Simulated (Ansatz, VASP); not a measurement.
## Ni: VASP beside Ansatz

```
Ni
1.0
     0.00000    1.71246    1.71246
     1.71246    0.00000    1.71246
     1.71246    1.71246    0.00000
Ni
1
Direct
  0.00000 0.00000 0.00000
```

Alike in both runs: task single point; functional LDA; k mesh 16 × 16 × 16; occupations fermi-dirac, width 1 eV; collinear spin.

```csv
,VASP,Ansatz
version,VASP 6.6.1,Ansatz 0.2.0
potentials or method,"VASP PAW LDA potentials, release 64 (Ni), cutoff 520 eV","plane waves (420 eV) with PAW, scalar-relativistic"
valence electrons in the cell,10,18
```

|  | VASP | Ansatz | Ansatz less VASP |
| --- | --- | --- | --- |
| pressure (GPa) | 21.8 | 22.0 | +0.18 |
| net moment per atom (μB) | 0.00 | 0.00 | -0.001 |

Ansatz warns that its potentials were made for another functional, while VASP's fit it. LDA's correlation is that of Perdew and Zunger in VASP and of Perdew and Wang (1992) in Ansatz. VASP's potentials hold 10 valence electrons a cell and Ansatz's 18, so a difference there can come from the potentials and not from the codes. Ansatz's warnings: seeded moment not kept.
